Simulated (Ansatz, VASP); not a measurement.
# One calculation of AgCl, two programs

```
CELL_PARAMETERS angstrom
0.00000 2.64061 2.64061
2.64061 0.00000 2.64061
2.64061 2.64061 0.00000
ATOMIC_POSITIONS crystal
Ag 0.00000 0.00000 0.00000
Cl 0.50000 0.50000 0.50000
```

Alike in both runs: functional PBEsol; k mesh 9 × 9 × 9; occupations fermi-dirac, width 0.03 eV; no spin polarisation.

Ansatz relaxed the structure, and its values are those at the end. VASP's run is a single point on that final structure, the one shown.

|  | VASP | Ansatz |
| --- | --- | --- |
| version | VASP 6.6.1 | Ansatz 0.2.0 |
| potentials or method | VASP PAW PBE potentials, release 64 (Ag, Cl) | PAW with Ansatz's default frozen-core files, scalar-relativistic |
| plane-wave cutoff (eV) | 520 | 420 |
| valence electrons in the cell | 18 | 26 |

Ansatz gave:

* pressure (GPa): 6.7

Task: Which values does VASP return?

Result: Pressure (GPa): 6.6.

VASP's potentials were made for PBE, not for PBEsol. VASP's potentials hold 18 valence electrons a cell and Ansatz's 26, so a difference there can come from the potentials and not from the codes. Ansatz's warnings: stress scf threshold loose.
